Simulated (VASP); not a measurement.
# KC3 (C2/m) in VASP: single point with PBE

Aim: the single point of KC3 with PBE.

Everything below comes from runs of VASP 6.6.1. Logs are shortened: lines on timing, memory, paths and dates and some standing lists are left out, and cuts for length are marked.

**1. The cell of the first run**

Symmetry: C2/m, No. 12, monoclinic system. The conventional cell has a = 7.478 Å, b = 4.317 Å, c = 9.760 Å, α = 90.00°, β = 103.71°, γ = 90.00°. K (site symmetry m) has 12 C at 3.12 to 4.04 Å within 4.1 Å. C (site symmetry 1) has 3 C at 1.39 to 1.47 Å within 1.9 Å. C (site symmetry 2) has 3 C at 1.45 to 1.47 Å within 1.9 Å.

**2. Single point, PBE, collinear spin**

INCAR

```
PREC     = Accurate       # precision mode
ENCUT    = 520            # plane-wave cutoff, eV
EDIFF    = 1E-7           # SCF threshold, eV
ISMEAR   = 0              # smearing method
SIGMA    = 0.1            # smearing width, eV
LREAL    = F              # projectors in reciprocal space
LASPH    = T              # aspherical terms in the spheres
NELM     = 150            # most SCF steps
ALGO     = Normal         # electronic algorithm
ISIF     = 2              # what is computed and relaxed
LWAVE    = F              # write WAVECAR
LCHARG   = F              # write CHGCAR
ISPIN    = 2              # spin polarisation
MAGMOM   = 0 0 1 1 1 1 1 1 # initial moments
LORBIT   = 11             # projections on sites
GGA      = PE             # functional
NBANDS   = 35             # bands
```

KPOINTS

```
regular mesh
0
Gamma
  6 6 2
```

POSCAR

```
KC3
1.0
    3.7388778947     -2.1587192494      0.0000000000
    3.7388778947      2.1587192494      0.0000000000
   -2.3128514619      0.0000000000      9.4815612443
K C
2 6
Direct
    0.7374810808      0.7374810808      0.2059197630
    0.2625189192      0.2625189192      0.7940802370
    0.5000046188      0.1605528299      0.4999488020
    0.1696818330      0.8303181670      0.5000000000
    0.8394471701      0.4999953812      0.5000511980
    0.4999953812      0.8394471701      0.5000511980
    0.1605528299      0.5000046188      0.4999488020
    0.8303181670      0.1696818330      0.5000000000
```

Potentials or basis: VASP PAW PBE potentials, release 64 (K_sv, C).

Command:

```
> cat potpaw_PBE.64/K_sv/POTCAR potpaw_PBE.64/C/POTCAR > POTCAR
> mpirun -np 1 vasp_std > vasp.out
```

OUTCAR:

```text
PREC = Accurate
   ENCUT = 520
   EDIFF = 1E-7
   ISMEAR = 0
   LREAL = F
   LASPH = T
   NELM = 150
   ISIF = 2
   ISPIN = 2
   LORBIT = 11
   GGA = PE

 ion  position               nearest neighbor table
   1  0.737  0.737  0.206-
   2  0.263  0.263  0.794-
   3  0.500  0.161  0.500-   6 1.39   8 1.45   7 1.47
   4  0.170  0.830  0.500-   6 1.45   7 1.45   8 1.47
   5  0.839  0.500  0.500-   7 1.39   8 1.45   6 1.47
   6  0.500  0.839  0.500-   3 1.39   4 1.45   5 1.47
   7  0.161  0.500  0.500-   5 1.39   4 1.45   3 1.47
   8  0.830  0.170  0.500-   3 1.45   5 1.45   4 1.47

  LATTYP: Found a base centered monoclinic cell.
 ALAT       =     7.4777557894
 B/A-ratio  =     0.5773708878
 C/A-ratio  =     1.3051474692
 COS(beta)  =    -0.2369828285

  Lattice vectors:

 A1 = (   3.7388778947,  -2.1587192494,   0.0000000000)
 A2 = (   3.7388778947,   2.1587192494,   0.0000000000)
 A3 = (  -2.3128514619,   0.0000000000,   9.4815612443)

Analysis of symmetry for initial positions (statically):
=====================================================================
 Subroutine PRICEL returns:
 Original cell was already a primitive cell.

 Routine SETGRP: Setting up the symmetry group for a
 base centered monoclinic supercell.

 Subroutine GETGRP returns: Found  4 space group operations
 (whereof  4 operations were pure point group operations)
 out of a pool of  4 trial point group operations.

The static configuration has the point symmetry C_2h.

Analysis of symmetry for dynamics (positions and initial velocities):
=====================================================================
 Subroutine PRICEL returns:
 Original cell was already a primitive cell.

 Routine SETGRP: Setting up the symmetry group for a
 base centered monoclinic supercell.

 Subroutine GETGRP returns: Found  4 space group operations
 (whereof  4 operations were pure point group operations)
 out of a pool of  4 trial point group operations.

The dynamic configuration has the point symmetry C_2h.

Analysis of structural, dynamic, and magnetic symmetry:
=====================================================================
 Subroutine PRICEL returns:
 Original cell was already a primitive cell.

 Routine SETGRP: Setting up the symmetry group for a
 base centered monoclinic supercell.

 Subroutine GETGRP returns: Found  4 space group operations
 (whereof  4 operations were pure point group operations)
[... 158 lines left out ...]
  ext. energy  EPLUGINS =         0.00000000
  ---------------------------------------------------
  free energy    TOTEN  =       -57.50077553 eV

  energy without entropy =      -57.49189023  energy(sigma->0) =      -57.49633288

 E-fermi :   2.8209     XC(G=0):  -7.7905

 val. band max:        2.7160469285   @ k =   0.1667   0.0000   0.5000
 cond. band min:       2.8474778737   @ k =   0.1667   0.1667   0.5000
 fundamental gap:      0.1314309452
 Fermi energy:         2.8208596911

 spin component 1

 k-point     1 :       0.0000    0.0000    0.0000
  band No.  band energies     occupation
      1     -29.4264      1.00000
      2     -29.4237      1.00000
      3     -17.6001      1.00000
      4     -12.9155      1.00000
      5     -12.9016      1.00000
      6     -12.8941      1.00000
[... 853 lines left out ...]
     32       8.5355      0.00000
     33       8.8527      0.00000

 [... further k-points ...]

 spin component 2

 k-point     1 :       0.0000    0.0000    0.0000
  band No.  band energies     occupation
      1     -29.4264      1.00000
      2     -29.4237      1.00000
      3     -17.6001      1.00000
      4     -12.9155      1.00000
      5     -12.9016      1.00000
      6     -12.8941      1.00000
[... 853 lines left out ...]
     32       8.5355      0.00000
     33       8.8527      0.00000

 [... further k-points ...]

 [bands above 33 left out]

------------------------ aborting loop because EDIFF is reached ----------------------------------------

  FORCE on cell =-STRESS in cart. coord.  units (eV):
  Direction    XX          YY          ZZ          XY          YZ          ZX
  --------------------------------------------------------------------------------------
  -------------------------------------------------------------------------------------
  Total        1.3297959     -0.3510665      0.1766445      0.0000000      0.0000000     -0.0331631
  in kB       13.9202896     -3.6749607      1.8491127      0.0000000      0.0000000     -0.3471505
  external PRESSURE =       4.0314805 kB  Pullay stress =       0.0000000 kB

 VOLUME and BASIS-vectors are now :
 -----------------------------------------------------------------------------
  energy-cutoff  :      520.00
  volume of cell :      153.05
      direct lattice vectors                 reciprocal lattice vectors
     3.738877895 -2.158719249  0.000000000     0.133729962 -0.231618818  0.032620950
     3.738877895  2.158719249  0.000000000     0.133729962  0.231618818  0.032620950
    -2.312851462  0.000000000  9.481561244     0.000000000  0.000000000  0.105467863

 POSITION                                       TOTAL-FORCE (eV/Angst)
 -----------------------------------------------------------------------------------
      5.03844      0.00000      1.95244         0.002366      0.000000      0.021005
      0.12646      0.00000      7.52912        -0.002366      0.000000     -0.021005
      1.31344     -0.73278      4.74030         1.806522      1.092903      0.000698
      2.58245      1.42613      4.74078         0.000000      0.496123      0.000000
      3.85147     -0.73278      4.74127        -1.806522      1.092903     -0.000698
      3.85147      0.73278      4.74127        -1.806522     -1.092903     -0.000698
      1.31344      0.73278      4.74030         1.806522     -1.092903      0.000698
      2.58245     -1.42613      4.74078         0.000000     -0.496123      0.000000
 -----------------------------------------------------------------------------------
    total drift:                                0.000000     -0.000000      0.000000

  FREE ENERGIE OF THE ION-ELECTRON SYSTEM (eV)
  ---------------------------------------------------
  free  energy   TOTEN  =       -57.5007755283 eV

  energy  without entropy=      -57.4918902283  energy(sigma->0) =      -57.49633288

 total charge

# of ion       s       p       d       tot
------------------------------------------
    1        1.974   5.562   0.022   7.558
    2        1.974   5.562   0.022   7.558
    3        0.855   1.788   0.000   2.643
    4        0.846   1.750   0.000   2.596
    5        0.855   1.788   0.000   2.643
    6        0.855   1.788   0.000   2.643
    7        0.855   1.788   0.000   2.643
    8        0.846   1.750   0.000   2.596
--------------------------------------------------
tot          9.059  21.777   0.044  30.880

 magnetization (x)

# of ion       s       p       d       tot
------------------------------------------
    1        0.000  -0.000  -0.000  -0.000
    2        0.000  -0.000  -0.000  -0.000
    3        0.000   0.000   0.000   0.000
    4        0.000  -0.000   0.000   0.000
    5        0.000   0.000   0.000   0.000
    6        0.000   0.000   0.000   0.000
    7        0.000   0.000   0.000   0.000
    8        0.000  -0.000   0.000   0.000
--------------------------------------------------
tot          0.000  -0.000  -0.000   0.000
```

OSZICAR:

```text
N       E                     dE             d eps       ncg     rms          rms(c)
DAV:   1     0.278153859002E+03    0.27815E+03   -0.19354E+04  3640   0.107E+03
DAV:   2    -0.383723776963E+02   -0.31653E+03   -0.30325E+03  4702   0.291E+02
DAV:   3    -0.619902824363E+02   -0.23618E+02   -0.23399E+02  5669   0.679E+01
DAV:   4    -0.626054268481E+02   -0.61514E+00   -0.61373E+00  5344   0.112E+01
DAV:   5    -0.626400691649E+02   -0.34642E-01   -0.34635E-01  5488   0.175E+00    0.156E+01
DAV:   6    -0.548676228715E+02    0.77724E+01   -0.18060E+01  4201   0.135E+01    0.802E+00
DAV:   7    -0.566627947936E+02   -0.17952E+01   -0.58992E+00  4462   0.806E+00    0.508E+00
DAV:   8    -0.573367397837E+02   -0.67394E+00   -0.13545E+00  4421   0.442E+00    0.280E+00
DAV:   9    -0.574726769443E+02   -0.13594E+00   -0.22532E-01  4660   0.172E+00    0.896E-01
DAV:  10    -0.574928288278E+02   -0.20152E-01   -0.35788E-02  5288   0.680E-01    0.385E-01
DAV:  11    -0.574996354100E+02   -0.68066E-02   -0.17211E-02  4655   0.426E-01    0.142E-01
DAV:  12    -0.575006668207E+02   -0.10314E-02   -0.29456E-03  4679   0.186E-01    0.815E-02
DAV:  13    -0.575007572595E+02   -0.90439E-04   -0.74511E-04  4634   0.963E-02    0.357E-02
DAV:  14    -0.575007756824E+02   -0.18423E-04   -0.13076E-04  4921   0.427E-02    0.170E-02
DAV:  15    -0.575007752941E+02    0.38827E-06   -0.16916E-05  5106   0.175E-02    0.722E-03
DAV:  16    -0.575007754146E+02   -0.12049E-06   -0.38684E-06  4637   0.103E-02    0.354E-03
DAV:  17    -0.575007755253E+02   -0.11068E-06   -0.65087E-07  4712   0.481E-03    0.149E-03
DAV:  18    -0.575007755283E+02   -0.30191E-08   -0.65899E-08  3837   0.140E-03
   1 F= -.57500776E+02 E0= -.57496333E+02  d E =-.888530E-02  mag=    -0.0001
```

Wall time 3.6 min (1 thread of Intel Xeon Platinum 8488C (Sapphire Rapids), shared host); peak memory 0.44 GiB.

What came out:

| Quantity | Value |
| --- | --- |
| Free energy | -57.5008 eV |
| Pressure | 0.4 GPa |
| Largest force | 2.111 eV/Å |
| Band gap on the k mesh | zero (filled and empty bands overlap) |
| Net moment | 0.00 μB per cell |
| Valence electrons inside the program's atomic spheres | K 7.56; C 2.64, 2.60 (each value once) |

Forces in eV/Å, atoms in the order of the input:
```
K    0.002  0.000  0.021
K   -0.002  0.000 -0.021
C    1.807  1.093  0.001
C    0.000  0.496  0.000
C   -1.807  1.093 -0.001
C   -1.807 -1.093 -0.001
C    1.807 -1.093  0.001
C    0.000 -0.496  0.000
```

Caveat: forces of over 1 eV/Å act on the atoms, so gaps and moduli don't describe the material at rest.

The gap in the log of VASP goes by the Fermi energy; the results here count the filled bands.